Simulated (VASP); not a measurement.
# Ga5As2P3 (I-4m2) in VASP: a series of runs, part 2 of 2

VASP 6.6.1.

### Step 3. Single point, PBE

This run uses another cell than the first one, of 20.06 Å³/atom.

INCAR reads:

```
ALGO = Normal
EDIFF = 1E-6
ENCUT = 520
GGA = PE
ISIF = 2
ISMEAR = 0
LASPH = True
LCHARG = True
LELF = True
LREAL = False
LVHAR = True
LWAVE = False
NBANDS = 56
NELM = 60
PREC = Accurate
SIGMA = 0.1
```

KPOINTS reads:

```
k-points
0
Gamma
  6 6 6
```

POSCAR reads:

```
Ga5As2P3
1.0
   -1.9212573500      1.9212573500     13.5853410000
    1.9212573500     -1.9212573500     13.5853410000
    1.9212573500      1.9212573500    -13.5853410000
Ga P As
5 3 2
Direct
    0.9000000000      0.9000000000      0.0000000000
    0.3000000000      0.3000000000      0.0000000000
    0.7000000000      0.7000000000      0.0000000000
    0.1000000000      0.1000000000      0.0000000000
    0.5000000000      0.5000000000      0.0000000000
    0.2500000000      0.7500000000      0.5000000000
    0.6500000000      0.1500000000      0.5000000000
    0.8500000000      0.3500000000      0.5000000000
    0.0500000000      0.5500000000      0.5000000000
    0.4500000000      0.9500000000      0.5000000000
```

Potentials or basis: VASP PAW PBE potentials, release 64 (Ga_d, P, As).

Started as:

```bash
$ cat potpaw_PBE.64/Ga_d/POTCAR potpaw_PBE.64/P/POTCAR potpaw_PBE.64/As/POTCAR > POTCAR
$ mpirun -np 1 vasp_std > vasp.out
```

OUTCAR:

```text
EDIFF = 1E-6
   ENCUT = 520
   GGA = PE
   ISIF = 2
   ISMEAR = 0
   LASPH = True
   LREAL = False
   NELM = 60
   PREC = Accurate

 ion  position               nearest neighbor table
   1  0.900  0.900  0.000-   8 2.35   8 2.35  10 2.35  10 2.35
   2  0.300  0.300  0.000-   6 2.35   6 2.35   8 2.35   8 2.35
   3  0.700  0.700  0.000-   6 2.35   6 2.35   7 2.35   7 2.35
   4  0.100  0.100  0.000-   7 2.35   7 2.35   9 2.35   9 2.35
   5  0.500  0.500  0.000-   9 2.35  10 2.35   9 2.35  10 2.35
   6  0.250  0.750  0.500-   2 2.35   3 2.35   2 2.35   3 2.35
   7  0.650  0.150  0.500-   4 2.35   4 2.35   3 2.35   3 2.35
   8  0.850  0.350  0.500-   1 2.35   1 2.35   2 2.35   2 2.35
   9  0.050  0.550  0.500-   5 2.35   5 2.35   4 2.35   4 2.35
  10  0.450  0.950  0.500-   5 2.35   5 2.35   1 2.35   1 2.35

  LATTYP: Found a body centered tetragonal cell.
 ALAT       =     3.8425147000
 C/A-ratio  =     7.0710678088

  Lattice vectors:

 A1 = (  -1.9212573500,   1.9212573500,  13.5853410000)
 A2 = (   1.9212573500,  -1.9212573500,  13.5853410000)
 A3 = (   1.9212573500,   1.9212573500, -13.5853410000)

Analysis of symmetry for initial positions (statically):
=====================================================================
 Subroutine PRICEL returns:
 Original cell was already a primitive cell.

 Routine SETGRP: Setting up the symmetry group for a
 body centered tetragonal supercell.

 Subroutine GETGRP returns: Found  8 space group operations
 (whereof  8 operations were pure point group operations)
 out of a pool of 16 trial point group operations.

The static configuration has the point symmetry D_2d.

Analysis of symmetry for dynamics (positions and initial velocities):
=====================================================================
 Subroutine PRICEL returns:
 Original cell was already a primitive cell.
[... 149 lines left out ...]
   GGA     = PE    functional components
   LHFCALC =     F    Hartree Fock is set to
   AEXX    =    0.0000 exact exchange contribution
   IVDW    =     0    specifies the selected vdW correction
   LEPSILON=     F    determine dielectric tensor
   LRPA    =     F    only Hartree local field effects (RPA)
 non-spin polarized calculation
 Gauss-broadening in eV      SIGMA  =   0.10
  energy-cutoff  :      520.00
  volume of cell :      200.59
 maximum number of plane-waves:      5438
 NGX is ok and might be reduce to   108
   NGX = 51   NGY = 51   NGZ = 51

 number of electron      90.0000001 magnetization

 Free energy of the ion-electron system (eV)
  ---------------------------------------------------
  ext. energy  EPLUGINS =         0.00000000
  ---------------------------------------------------
  free energy    TOTEN  =       -43.26003262 eV

  energy without entropy =      -43.26003262  energy(sigma->0) =      -43.26003262

 E-fermi :   5.3274     XC(G=0):  -9.9773

 val. band max:        4.9034666592   @ k =   0.0000   0.0000   0.0000
 cond. band min:       6.3172448670   @ k =  -0.1667  -0.1667   0.1667
 fundamental gap:      1.4137782079
 Fermi energy:         5.3273599604

 k-point     1 :       0.0000    0.0000    0.0000
  band No.  band energies     occupation
      1     -10.1175      2.00000
      2      -9.9875      2.00000
      3      -9.9703      2.00000
      4      -9.9703      2.00000
      5      -9.9504      2.00000
      6      -9.9095      2.00000
[... 1405 lines left out ...]
     55       9.1375      0.00000
     56       9.1884      0.00000

 [... further k-points ...]

------------------------ aborting loop because EDIFF is reached ----------------------------------------

  FORCE on cell =-STRESS in cart. coord.  units (eV):
  Direction    XX          YY          ZZ          XY          YZ          ZX
  --------------------------------------------------------------------------------------
  -------------------------------------------------------------------------------------
  Total       10.2025210     10.2025210      9.9334198      0.0000000      0.0000000      0.0000000
  in kB       81.4922789     81.4922789     79.3428421      0.0000000      0.0000000      0.0000000
  external PRESSURE =      80.7758000 kB  Pullay stress =       0.0000000 kB

 VOLUME and BASIS-vectors are now :
 -----------------------------------------------------------------------------
  energy-cutoff  :      520.00
  volume of cell :      200.59
      direct lattice vectors                 reciprocal lattice vectors
    -1.921257350  1.921257350 13.585341000     0.000000000  0.260246239  0.036804376
     1.921257350 -1.921257350 13.585341000     0.260246239  0.000000000  0.036804376
     1.921257350  1.921257350-13.585341000     0.260246239  0.260246239  0.000000000

 POSITION                                       TOTAL-FORCE (eV/Angst)
 -----------------------------------------------------------------------------------
      0.00000      0.00000     24.45361         0.000000      0.000000     -0.932447
      0.00000      0.00000      8.15120         0.000000      0.000000     -0.013188
      0.00000      0.00000     19.01948         0.000000      0.000000      0.013188
      0.00000      0.00000      2.71707        -0.000000     -0.000000      0.932447
      0.00000      0.00000     13.58534         0.000000      0.000000     -0.000000
      1.92126      0.00000      6.79267         0.000000      0.000000     -0.000000
      0.00000      1.92126      4.07560        -0.000000      0.000000      0.060284
      0.00000      1.92126      9.50974        -0.000000      0.000000     -0.060284
      1.92126      0.00000      1.35853         0.000000     -0.000000      0.071631
      1.92126      0.00000     12.22681         0.000000     -0.000000     -0.071631
 -----------------------------------------------------------------------------------
    total drift:                                0.000002     -0.000002      0.000000

  FREE ENERGIE OF THE ION-ELECTRON SYSTEM (eV)
  ---------------------------------------------------
  free  energy   TOTEN  =       -43.2600326205 eV

  energy  without entropy=      -43.2600326205  energy(sigma->0) =      -43.26003262
```

Wall time 62 min (1 thread of Intel Xeon 6975P-C (Granite Rapids), shared host); peak memory 2.1 GiB.

What came out:

- Free energy: -43.2600 eV
- Pressure: 8.1 GPa
- Largest force: 0.932 eV/Å
- Band gap on the k mesh: 1.41 eV

Forces in eV/Å, atoms in the order of the input:
```
Ga   0.000  0.000 -0.932
Ga   0.000  0.000 -0.013
Ga   0.000  0.000  0.013
Ga   0.000  0.000  0.932
Ga   0.000  0.000  0.000
P    0.000  0.000  0.000
P    0.000  0.000  0.060
P    0.000  0.000 -0.060
As   0.000  0.000  0.072
As   0.000  0.000 -0.072
```

Stress tensor (GPa, compression positive):
```
8.15 0.00 0.00
0.00 8.15 0.00
0.00 0.00 7.93
```

Levels at points of the mesh, in eV from the valence-band top:
```tsv
k point	band 43	band 44	band 45	band 46	band 47	band 48
(0.00, 0.00, 0.00)	-0.01	0.00	0.00	1.41	1.46	1.72
(0.50, 0.00, 0.00)	-1.22	-1.19	-1.17	1.55	2.31	2.35
(0.50, 0.50, 0.00)	-3.17	-2.88	-2.88	1.46	1.70	2.22
(0.50, 0.50, 0.50)	-0.58	-0.42	-0.42	1.46	1.69	1.74
```

Caveat: the cell stands under pressure.
